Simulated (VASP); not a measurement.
# Ca2Al2O (P4/mmm) in VASP: a series of runs, part 2 of 2

VASP 6.6.1. The steps go on from the part before.

**4. Relaxation of cell and atoms, PBE**

File INCAR:

```
PREC = Accurate
ENCUT = 600
EDIFF = 1E-7
ISMEAR = 0
SIGMA = 0.1
LREAL = F
LASPH = T
NELM = 60
ALGO = Normal
ISIF = 3
LWAVE = F
LCHARG = F
GGA = PE
IBRION = 2
NSW = 90
EDIFFG = -0.04
```

File KPOINTS:

```
regular mesh
0
Gamma
  4 4 4
```

File POSCAR:

```
Ca2Al2O
1.0
    4.6992575400      0.0000000000      0.0000000000
    0.0000000000      4.6992575400      0.0000000000
    0.0000000000      0.0000000000      4.2142155000
Ca Al O
2 2 1
Direct
    0.5000000000      0.5000000000      0.5000000000
    0.0000000000      0.0000000000      0.5000000000
    0.5000000000      0.0000000000      0.5000000000
    0.0000000000      0.5000000000      0.5000000000
    0.0000000000      0.0000000000      0.0000000000
```

Potentials or basis: VASP PAW PBE potentials, release 64 (Ca_sv, Al, O).

Run with:

```bash
> cat potpaw_PBE.64/Ca_sv/POTCAR potpaw_PBE.64/Al/POTCAR potpaw_PBE.64/O/POTCAR > POTCAR
> mpirun -np 1 vasp_std > vasp.out
```

OUTCAR:

```text
PREC = Accurate
   ENCUT = 600
   EDIFF = 1E-7
   ISMEAR = 0
   LREAL = F
   LASPH = T
   NELM = 60
   ISIF = 3
   GGA = PE
   IBRION = 2
   NSW = 90
   EDIFFG = -0.04

 ion  position               nearest neighbor table
   1  0.500  0.500  0.500-   3 2.35   4 2.35   3 2.35   4 2.35
   2  0.000  0.000  0.500-   5 2.11   5 2.11   3 2.35   4 2.35   4 2.35   3 2.35
   3  0.500  0.000  0.500-   1 2.35   2 2.35   1 2.35   2 2.35   4 3.32   4 3.32   4 3.32   4 3.32

   4  0.000  0.500  0.500-   1 2.35   2 2.35   2 2.35   1 2.35   3 3.32   3 3.32   3 3.32   3 3.32

   5  0.000  0.000  0.000-   2 2.11   2 2.11

  LATTYP: Found a simple tetragonal cell.
 ALAT       =     4.6992575400
 C/A-ratio  =     0.8967832608

  Lattice vectors:

 A1 = (   4.6992575400,   0.0000000000,   0.0000000000)
 A2 = (   0.0000000000,   4.6992575400,   0.0000000000)
 A3 = (   0.0000000000,   0.0000000000,   4.2142155000)

Analysis of symmetry for initial positions (statically):
=====================================================================
 Subroutine PRICEL returns:
 Original cell was already a primitive cell.

 Routine SETGRP: Setting up the symmetry group for a
 simple tetragonal supercell.

 Subroutine GETGRP returns: Found 16 space group operations
 (whereof 16 operations were pure point group operations)
 out of a pool of 16 trial point group operations.

[... 145 lines left out ...]
 non-spin polarized calculation
 Gauss-broadening in eV      SIGMA  =   0.10
  energy-cutoff  :      600.00
  volume of cell :       93.06
 maximum number of plane-waves:      3133
 NGX is ok and might be reduce to    40
   NGX = 19   NGY = 19   NGZ = 17

--------------------------------------- Ionic step        1  -------------------------------------------

 number of electron      32.0000004 magnetization

 Free energy of the ion-electron system (eV)
  ---------------------------------------------------
  ext. energy  EPLUGINS =         0.00000000
  ---------------------------------------------------
  free energy    TOTEN  =        -6.57722563 eV

  energy without entropy =       -6.57060069  energy(sigma->0) =       -6.57391316

 E-fermi :   4.5590     XC(G=0):  -9.4566

 val. band max:        4.5056548986   @ k =   0.5000   0.0000   0.2500
 cond. band min:       4.6470809163   @ k =   0.5000   0.0000   0.0000
 fundamental gap:      0.1414260177
 Fermi energy:         4.5589897429

 k-point     1 :       0.0000    0.0000    0.0000
  band No.  band energies     occupation
      1     -35.7023      2.00000
      2     -34.4088      2.00000
      3     -17.1720      2.00000
      4     -17.1720      2.00000
      5     -16.8483      2.00000
      6     -16.0284      2.00000
[... 597 lines left out ...]
--------------------------------------- Ionic step        6  -------------------------------------------

 number of electron      32.0000030 magnetization

 Free energy of the ion-electron system (eV)
  ---------------------------------------------------
  ext. energy  EPLUGINS =         0.00000000
  ---------------------------------------------------
  free energy    TOTEN  =       -15.57070637 eV

  energy without entropy =      -15.54628442  energy(sigma->0) =      -15.55849540

 E-fermi :   1.4100     XC(G=0):  -7.5698

 val. band max:        1.4095695027   @ k =   0.5000   0.0000   0.0000
 cond. band min:       1.4313701461   @ k =   0.0000   0.0000   0.5000
 fundamental gap:      0.0218006435
 Fermi energy:         1.4099965993

 k-point     1 :       0.0000    0.0000    0.0000
  band No.  band energies     occupation
      1     -40.5782      2.00000
      2     -37.5649      2.00000
      3     -21.6876      2.00000
      4     -21.5189      2.00000
      5     -21.5189      2.00000
      6     -18.8383      2.00000
[... 435 lines left out ...]
  FREE ENERGIE OF THE ION-ELECTRON SYSTEM (eV)
  ---------------------------------------------------
  free  energy   TOTEN  =       -15.5707063711 eV

  energy  without entropy=      -15.5462844243  energy(sigma->0) =      -15.55849540

 reached required accuracy - stopping structural energy minimisation
```

OSZICAR:

```text
N       E                     dE             d eps       ncg     rms          rms(c)
DAV:   1     0.292032552457E+03    0.29203E+03   -0.16577E+04   720   0.166E+03
DAV:   2     0.178862644160E+02   -0.27415E+03   -0.26478E+03   780   0.419E+02
DAV:   3    -0.878417486771E+01   -0.26670E+02   -0.25830E+02  1328   0.944E+01
[... 77 lines left out ...]
DAV:   7    -0.155707080861E+02   -0.67572E-06   -0.18278E-05  1060   0.332E-02    0.385E-03
DAV:   8    -0.155707067824E+02    0.13037E-05   -0.18585E-06  1084   0.809E-03    0.891E-04
DAV:   9    -0.155707065816E+02    0.20078E-06   -0.13750E-07   632   0.211E-03    0.459E-04
DAV:  10    -0.155707064135E+02    0.16809E-06   -0.29451E-08   380   0.113E-03    0.138E-04
DAV:  11    -0.155707063711E+02    0.42455E-07   -0.14598E-08   368   0.790E-04
   6 F= -.15570706E+02 E0= -.15558495E+02  d E =-.126787E-02
```

Wall time 3.5 min (1 thread of Oxide Virtual Turin-like, shared host); peak memory 0.22 GiB.

Results:

```
Free energy                           : -15.5707 eV
Relaxed volume                        : 32.70 Å³/atom
Relaxed cell                          : a = 6.242 Å, b = 6.242 Å, c = 4.196 Å, α = 90.00°, β = 90.00°, γ = 90.00°
Space group after relaxing (to 0.1 Å) : P4/mmm (No. 123)
Energy gained by relaxing             : 1798.7 meV/atom
Ionic steps                           : 6
Pressure after relaxing               : 0.0 GPa
Band gap on the k mesh                : zero (bands 16 and 17 overlap by 0.23 eV)
```

Step by step:
| step | energy change (eV) | largest force (eV/Å) | pressure (GPa) | volume (Å³) |
| --- | --- | --- | --- | --- |
| 1 | 0.0000 | 0.0000 | 40.12 | 93.06 |
| 2 | -8.9886 | 0.0000 | -0.56 | 166.49 |
| 3 | -8.9904 | 0.0000 | 0.00 | 163.37 |
| 4 | -8.9922 | 0.0000 | 0.24 | 162.43 |
| 5 | -8.9922 | 0.0000 | 0.22 | 162.48 |
| 6 | -8.9935 | 0.0000 | 0.04 | 163.49 |

Final structure:
```yaml
crystal:
  lattice:
    - [6.24189, 0.00000, 0.00000]
    - [0.00000, 6.24189, 0.00000]
    - [0.00000, 0.00000, 4.19610]
  atoms:
    - { symbol: Ca, position: [0.50000, 0.50000, 0.50000] }
    - { symbol: Ca, position: [0.00000, 0.00000, 0.50000] }
    - { symbol: Al, position: [0.50000, 0.00000, 0.50000] }
    - { symbol: Al, position: [0.00000, 0.50000, 0.50000] }
    - { symbol: O, position: [0.00000, 0.00000, 0.00000] }
```

Caveat: the k points lie up to 0.37 Å⁻¹ apart in the final cell; the volume moved by over 15 % at a fixed basis, so the end points are rough.

**5. Summary**

```csv
task,cell,cutoff (eV),gap on the mesh (eV),pressure (GPa)
single point,"a = 4.699, b = 4.699, c = 4.214 Å, 5 atoms",520,none,40.1
single point,"a = 6.386, b = 6.386, c = 4.191 Å, 5 atoms",520,none,0.1
relaxation of cell and atoms,"relaxed from a = 4.699, b = 4.699, c = 4.214 Å, 5 atoms",600,none,0.0
```

Alike in all rows: level PBE; potentials or basis VASP PAW PBE potentials, release 64 (Ca_sv, Al, O); no spin polarisation; k mesh 4 × 4 × 4; smearing gaussian 0.1 eV.

Caveats: all runs use coarse meshes; the volume moved by over 15 % at a fixed basis, so the end points are rough (at least some runs).

Absolute energies hang on the potentials; compare differences alone.

The gap in the log of VASP goes by the Fermi energy; the results here count the filled bands.